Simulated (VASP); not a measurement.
Runs of VASP 6.6.1 on SnTe. The structure is that of space group F-43m (No. 216), or close to it. The cells are those of the table. 

| cell | gap on the mesh (eV) | pressure (GPa) |
| --- | --- | --- |
| a = 5.020 Å, angles 60.0°, 2 atoms | 0.22 | 0.8 |
| a = 5.174 Å, angles 60.0°, 2 atoms | 0.45 | (b) |
| a = 5.223 Å, angles 60.0°, 2 atoms | 0.51 | -2.0 |
| a = 5.073 Å, angles 60.0°, 2 atoms | (c) | (a) |
| a = 5.124 Å, angles 60.0°, 2 atoms | 0.38 | -0.8 |

Alike in all rows: task single point; level r2SCAN; potentials or basis VASP PAW PBE potentials, release 64 (Sn_d, Te); no spin polarisation; k mesh 6 × 6 × 6; cutoff (eV) 520; smearing gaussian 0.01 eV.

**Question.** Estimate the missing entries.

**Answer.** (a) -0.1; (b) -1.5; (c) 0.30.

Caveats: the PAW data sets were made with another functional, which shifts forces and pressure a little; spin-orbit coupling is left out, which moves the levels of the heavy elements.

A k mesh can miss the band edges, and the runs leave out spin-orbit coupling on Sn, Te.
